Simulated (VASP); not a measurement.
# Si2W (fluorite type) (Fm-3m) in VASP: a series of runs

Si2W (fluorite type) is run at these levels: PBE; tasks: single point, relaxation of cell and atoms.

All numbers are computed with VASP 6.6.1; they aren't measurements. Logs are shortened: lines on timing, memory, paths and dates and some standing lists are left out, and cuts for length are marked.

## (1) The cell of the first run

Symmetry: Fm-3m, No. 225, cubic system. The conventional cell has a = 5.898 Å, b = 5.898 Å, c = 5.898 Å, α = 90.00°, β = 90.00°, γ = 90.00°. Within 3.4 Å of W (site symmetry m-3m) lie 8 Si at 2.55 Å. Within 3.4 Å of Si (site symmetry -43m) lie 4 W at 2.55 Å and 6 Si at 2.95 Å.

## (2) Single point, PBE

The input, INCAR:

```
SYSTEM = Si2W
  ALGO = Normal
  EDIFF = 1E-6
  ENCUT = 520
  GGA = PE
  ISIF = 2
  ISMEAR = -1
  LASPH = .TRUE.
  LCHARG = .FALSE.
  LREAL = .FALSE.
  LWAVE = .FALSE.
  NBANDS = 18
  NELM = 60
  PREC = Accurate
  SIGMA = 0.08
```

The input, KPOINTS:

```
k-points
0
G
  9 9 9
  0 0 0
```

The input, POSCAR:

```
Si2W
1.0
    0.0000000000      2.9492306498      2.9492306498
    2.9492306498      0.0000000000      2.9492306498
    2.9492306498      2.9492306498      0.0000000000
W Si
1 2
Direct
    0.0000000000      0.0000000000      0.0000000000
    0.2500000000      0.2500000000      0.2500000000
    0.7500000000      0.7500000000      0.7500000000
```

Potentials or basis: VASP PAW PBE potentials, release 64 (W_sv, Si).

Run with:

```
$ cat potpaw_PBE.64/W_sv/POTCAR potpaw_PBE.64/Si/POTCAR > POTCAR
$ mpirun -np 1 vasp_std > vasp.out
```

OUTCAR:

```text
SYSTEM = Si2W
   EDIFF = 1E-6
   ENCUT = 520
   GGA = PE
   ISIF = 2
   ISMEAR = -1
   LASPH = .TRUE.
   LREAL = .FALSE.
   NELM = 60
   PREC = Accurate

 ion  position               nearest neighbor table
   1  0.000  0.000  0.000-   3 2.55   3 2.55   3 2.55   2 2.55   2 2.55   2 2.55   3 2.55   2 2.55

   2  0.250  0.250  0.250-   1 2.55   1 2.55   1 2.55   1 2.55   3 2.95   3 2.95   3 2.95   3 2.95
                             3 2.95   3 2.95
   3  0.750  0.750  0.750-   1 2.55   1 2.55   1 2.55   1 2.55   2 2.95   2 2.95   2 2.95   2 2.95
                             2 2.95   2 2.95

  LATTYP: Found a face centered cubic cell.
 ALAT       =     5.8984612996

  Lattice vectors:

 A1 = (   0.0000000000,   2.9492306498,   2.9492306498)
 A2 = (   2.9492306498,   0.0000000000,   2.9492306498)
 A3 = (   2.9492306498,   2.9492306498,   0.0000000000)

Analysis of symmetry for initial positions (statically):
=====================================================================
 Subroutine PRICEL returns:
 Original cell was already a primitive cell.

 Routine SETGRP: Setting up the symmetry group for a
 face centered cubic supercell.

 Subroutine GETGRP returns: Found 48 space group operations
 (whereof 48 operations were pure point group operations)
 out of a pool of 48 trial point group operations.

The static configuration has the point symmetry O_h .

Analysis of symmetry for dynamics (positions and initial velocities):
=====================================================================
 Subroutine PRICEL returns:
 Original cell was already a primitive cell.

 Routine SETGRP: Setting up the symmetry group for a
 face centered cubic supercell.

 Subroutine GETGRP returns: Found 48 space group operations
 (whereof 48 operations were pure point group operations)
 out of a pool of 48 trial point group operations.

The dynamic configuration has the point symmetry O_h .

 Subroutine INISYM returns: Found 48 space group operations
 (whereof 48 operations are pure point group operations),
 and found     1 'primitive' translations

----------------------------------------------------------------------------------------

                                     Primitive cell

  volume of cell :      51.3046

  direct lattice vectors                    reciprocal lattice vectors
     0.000000000  2.949230650  2.949230650    -0.169535740  0.169535740  0.169535740
     2.949230650  0.000000000  2.949230650     0.169535740 -0.169535740  0.169535740
     2.949230650  2.949230650  0.000000000     0.169535740  0.169535740 -0.169535740

  length of vectors
     4.170841984  4.170841984  4.170841984     0.293644515  0.293644515  0.293644515

  position of ions in fractional coordinates (direct lattice)
     0.000000000  0.000000000  0.000000000
     0.250000000  0.250000000  0.250000000
     0.750000000  0.750000000  0.750000000

  ion indices of the primitive-cell ions
   primitive index   ion index
                 1           1
                 2           2
                 3           3

----------------------------------------------------------------------------------------

 KPOINTS: k-points

Automatic generation of k-mesh.
 Grid dimensions read from file:
 generate k-points for:    9    9    9

 Generating k-lattice:

  Cartesian coordinates                     Fractional coordinates (reciprocal lattice)
    -0.018837304  0.018837304  0.018837304     0.111111111  0.000000000  0.000000000
     0.018837304 -0.018837304  0.018837304     0.000000000  0.111111111  0.000000000
     0.018837304  0.018837304 -0.018837304     0.000000000  0.000000000  0.111111111

  Length of vectors
     0.032627168  0.032627168  0.032627168

  Shift w.r.t. Gamma in fractional coordinates (k-lattice)
     0.000000000  0.000000000  0.000000000

 Subroutine IBZKPT returns following result:
 ===========================================

 Found     35 irreducible k-points:

 Following reciprocal coordinates:
            Coordinates               Weight
  0.000000  0.000000  0.000000      1.000000
  0.111111  0.000000  0.000000      8.000000
  0.222222  0.000000  0.000000      8.000000
  0.333333  0.000000  0.000000      8.000000
  0.444444  0.000000  0.000000      8.000000
  0.111111  0.111111  0.000000      6.000000
[... 16 lines left out ...]
 -0.333333  0.333333  0.000000     12.000000
  0.444444  0.444444  0.000000      6.000000
 [... further k-points ...]
   k-points           NKPTS =     35   k-points in BZ     NKDIM =     35   number of bands    NBANDS=     18
   number of dos      NEDOS =    301   number of ions     NIONS =      3
   total plane-waves  NPLWV =  32768
   dimension x,y,z NGX =    32 NGY =   32 NGZ =   32
   dimension x,y,z NGXF=    64 NGYF=   64 NGZF=   64
   ions per type =               1   2
   NGX,Y,Z   is equivalent  to a cutoff of  12.75, 12.75, 12.75 a.u.
   NGXF,Y,Z  is equivalent  to a cutoff of  25.51, 25.51, 25.51 a.u.
 SYSTEM =  Si2W
   PREC   = accura    normal or accurate (medium, high low for compatibility)
   ISTART =      0    job   : 0-new  1-cont  2-samecut
   ICHARG =      2    charge: 1-file 2-atom 10-const
   ISPIN  =      1    spin polarized calculation?
   LNONCOLLINEAR =      F non collinear calculations
   LSORBIT =      F    spin-orbit coupling
   LASPH  =      T    aspherical Exc in radial PAW
   ENCUT  =  520.0 eV  38.22 Ry    6.18 a.u.   7.76  7.76  7.76*2*pi/ulx,y,z
   NELM   =     60;   NELMIN=  2; NELMDL= -5     # of ELM steps
   EDIFF  = 0.1E-05   stopping-criterion for ELM
   LREAL  =      F    real-space projection
   EDIFFG = 0.1E-04   stopping-criterion for IOM
   NSW    =      0    number of steps for IOM
   IBRION =     -1    ionic relax: 0-MD 1-quasi-New 2-CG
   NFREE  =      0    steps in history (QN), initial steepest desc. (CG)
   ISIF   =      2    stress and relaxation
   ISYM   =      2    0-nonsym 1-usesym 2-fastsym
   POTIM  = 0.5000    time-step for ionic-motion
   TEBEG  =    0.0;   TEEND  =   0.0 temperature during run
   PSTRESS=    0.0 pullay stress
   NELECT =      22.0000    total number of electrons
   NUPDOWN=      -1.0000    fix difference up-down
   EMIN   =  10.00;   EMAX   =-10.00  energy-range for DOS
   EFERMI =   0.00;   METHOD = LEGACY
   ISMEAR =    -1;   SIGMA  =   0.08  broadening in eV -4-tet -1-fermi 0-gaus
   EFERMI_NEDOS =   21; number of points for ismear=-14 and -15
   IALGO  =     38    algorithm
   IMIX   =      4    mixing-type and parameters
     AMIX     =   0.40;   BMIX     =  1.00
     AMIX_MAG =   1.60;   BMIX_MAG =  1.00
  volume/ion in A,a.u.               =      17.10       115.41
  Fermi-wavevector in a.u.,A,eV,Ry     =   1.234517  2.332898 20.735709  1.524032
  Thomas-Fermi vector in A             =   2.369204
   LORBIT       =      0    0 simple, 1 ext, 2 COOP (PROOUT), +10 PAW based schemes
   GGA     = PE    functional components
   LHFCALC =     F    Hartree Fock is set to
   AEXX    =    0.0000 exact exchange contribution
   IVDW    =     0    specifies the selected vdW correction
   LEPSILON=     F    determine dielectric tensor
   LRPA    =     F    only Hartree local field effects (RPA)
 non-spin polarized calculation
  energy-cutoff  :      520.00
  volume of cell :       51.30
 maximum number of plane-waves:      1411
   NGX = 15   NGY = 15   NGZ = 15

 number of electron      22.0000003 magnetization

 Free energy of the ion-electron system (eV)
  ---------------------------------------------------
  ext. energy  EPLUGINS =         0.00000000
  ---------------------------------------------------
  free energy    TOTEN  =       -22.26440030 eV

  energy without entropy =      -22.21243232  energy(sigma->0) =      -22.23841631

 E-fermi :   8.3737     XC(G=0): -11.1626

 val. band max:        8.3635379651   @ k =  -0.3333   0.2222   0.0000
 cond. band min:       8.3809490508   @ k =   0.4444   0.1111   0.0000
 fundamental gap:      0.0174110857
 Fermi energy:         8.3736728359

 k-point     1 :       0.0000    0.0000    0.0000
  band No.  band energies     occupation
      1     -65.0148      2.00000
      2     -29.3286      2.00000
      3     -29.3286      2.00000
      4     -29.3286      2.00000
      5      -3.4883      2.00000
      6       3.9705      2.00000
[... 10 lines left out ...]
     17      12.7352      0.00000
     18      15.5159      0.00000

 k-point     2 :       0.1111    0.0000    0.0000
  band No.  band energies     occupation
      1     -65.0147      2.00000
      2     -29.3316      2.00000
      3     -29.3291      2.00000
      4     -29.3291      2.00000
      5      -3.3162      2.00000
      6       3.2938      2.00000
[... 10 lines left out ...]
     17      12.8067      0.00000
     18      15.7489      0.00000

 k-point     3 :       0.2222    0.0000    0.0000
  band No.  band energies     occupation
      1     -65.0146      2.00000
      2     -29.3393      2.00000
      3     -29.3303      2.00000
      4     -29.3303      2.00000
      5      -2.8185      2.00000
      6       2.2533      2.00000
[... 10 lines left out ...]
     17      13.6936      0.00000
     18      16.2755      0.00000

 k-point     4 :       0.3333    0.0000    0.0000
  band No.  band energies     occupation
      1     -65.0145      2.00000
      2     -29.3481      2.00000
      3     -29.3317      2.00000
      4     -29.3317      2.00000
      5      -2.0623      2.00000
      6       1.2718      2.00000
[... 375 lines left out ...]
      4     -29.3367      2.00000
      5      -0.0264      2.00000
      6       0.6491      2.00000
[... 10 lines left out ...]
     17      14.7925      0.00000
     18      16.0845      0.00000

 k-point    23 :      -0.3333    0.3333    0.0000
  band No.  band energies     occupation
      1     -65.0143      2.00000
      2     -29.3468      2.00000
      3     -29.3463      2.00000
      4     -29.3354      2.00000
      5      -0.1288      2.00000
      6       0.5204      2.00000
[... 10 lines left out ...]
     17      15.0011      0.00000
     18      16.7257      0.00000

 k-point    24 :       0.4444    0.4444    0.0000
  band No.  band energies     occupation
      1     -65.0143      2.00000
      2     -29.3537      2.00000
      3     -29.3381      2.00000
      4     -29.3381      2.00000
      5      -0.2132      2.00000
      6       1.0616      2.00000
[... 10 lines left out ...]
     17      15.3861      0.00000
     18      16.0936      0.00000

 [... further k-points ...]

------------------------ aborting loop because EDIFF is reached ----------------------------------------

  FORCE on cell =-STRESS in cart. coord.  units (eV):
  Direction    XX          YY          ZZ          XY          YZ          ZX
  --------------------------------------------------------------------------------------
  -------------------------------------------------------------------------------------
  Total        0.0081400      0.0081400      0.0081400     -0.0000000      0.0000000      0.0000000
  in kB        0.2542019      0.2542019      0.2542019     -0.0000000      0.0000000      0.0000000
  external PRESSURE =       0.2542019 kB  Pullay stress =       0.0000000 kB

 VOLUME and BASIS-vectors are now :
 -----------------------------------------------------------------------------
  energy-cutoff  :      520.00
  volume of cell :       51.30
      direct lattice vectors                 reciprocal lattice vectors
     0.000000000  2.949230650  2.949230650    -0.169535740  0.169535740  0.169535740
     2.949230650  0.000000000  2.949230650     0.169535740 -0.169535740  0.169535740
     2.949230650  2.949230650  0.000000000     0.169535740  0.169535740 -0.169535740

 POSITION                                       TOTAL-FORCE (eV/Angst)
 -----------------------------------------------------------------------------------
      0.00000      0.00000      0.00000        -0.000000      0.000000     -0.000000
      1.47462      1.47462      1.47462        -0.000000     -0.000000     -0.000000
      4.42385      4.42385      4.42385         0.000000      0.000000      0.000000
 -----------------------------------------------------------------------------------
    total drift:                                0.000000     -0.000000      0.000000

  FREE ENERGIE OF THE ION-ELECTRON SYSTEM (eV)
  ---------------------------------------------------
  free  energy   TOTEN  =       -22.2644002989 eV

  energy  without entropy=      -22.2124323161  energy(sigma->0) =      -22.23841631
```

It took 42 s on 1 thread of Intel Xeon 8259CL, shared host; peak memory 0.19 GiB.

Results:

```
Free energy            : -22.2644 eV
Pressure               : 0.0 GPa
Band gap on the k mesh : zero (band 11 reaches 9.06 eV, above the bottom of band 12 at 7.53 eV)
```

Levels at points of the mesh, in eV from the Fermi level:
```csv
k point,band 8,band 9,band 10,band 11,band 12,band 13,band 14,band 15
"(0.00, 0.00, 0.00)",-4.40,-2.36,-0.90,-0.90,3.76,3.76,3.76,4.36
```

Caveat: spin-orbit coupling is left out, which moves the levels of the heavy elements.

## (3) Relaxation of cell and atoms, PBE

This run uses another cell than the first one, of 16.82 Å³/atom, 0.983 times its volume.

The input, INCAR:

```
SYSTEM = Si2W
ALGO = Normal
EDIFF = 1E-7
EDIFFG = -0.005
ENCUT = 600
GGA = PE
IBRION = 2
ISIF = 3
ISMEAR = -1
LASPH = .TRUE.
LCHARG = .FALSE.
LREAL = .FALSE.
LWAVE = .FALSE.
NELM = 60
NSW = 60
PREC = Accurate
SIGMA = 0.08
```

KPOINTS is that of step 2.

The input, POSCAR:

```
Si2W
1.0
    0.0000000000      2.9329133009      2.9329133009
    2.9329133009      0.0000000000      2.9329133009
    2.9329133009      2.9329133009      0.0000000000
W Si
1 2
Direct
    0.0000000000      0.0000000000      0.0000000000
    0.2500000000      0.2500000000      0.2500000000
    0.7500000000      0.7500000000      0.7500000000
```

Potentials or basis: VASP PAW PBE potentials, release 64 (W_sv, Si).

Run with:

```
$ cat potpaw_PBE.64/W_sv/POTCAR potpaw_PBE.64/Si/POTCAR > POTCAR
$ mpirun -np 1 vasp_std > vasp.out
```

It took 2.5 min on 1 thread of Intel Xeon 8259CL, shared host; peak memory 0.22 GiB.

Results (log left out):

```
Free energy                            : -22.2645 eV
Relaxed volume                         : 17.11 Å³/atom
Relaxed cell                           : a = 4.171 Å, b = 4.171 Å, c = 4.171 Å, α = 60.00°, β = 60.00°, γ = 60.00°
Space group after relaxing (to 0.05 Å) : Fm-3m (No. 225)
Energy gained by relaxing              : 2.1 meV/atom
Ionic steps                            : 3
Pressure after relaxing                : 0.0 GPa
Band gap on the k mesh                 : zero (band 11 reaches 9.06 eV, above the bottom of band 12 at 7.53 eV)
```

The path:
```csv
step,energy change (eV),largest force (eV/Å),pressure (GPa),volume (Å³)
1,0.0000,0.0000,2.37,50.46
2,0.0013,0.0000,-2.49,52.30
3,-0.0063,0.0000,0.00,51.33
```

Final structure:
```
CELL_PARAMETERS angstrom
0.00000 2.94966 2.94966
2.94966 0.00000 2.94966
2.94966 2.94966 0.00000
ATOMIC_POSITIONS crystal
W 0.00000 0.00000 0.00000
Si 0.25000 0.25000 0.25000
Si 0.75000 0.75000 0.75000
```

Levels at points of the mesh, in eV from the Fermi level:
```
           k point  band 8  band 9  band 10  band 11  band 12  band 13  band 14  band 15
(0.00, 0.00, 0.00)   -4.40   -2.36    -0.90    -0.90     3.76     3.76     3.76     4.36
```

Caveat: spin-orbit coupling is left out, which moves the levels of the heavy elements.
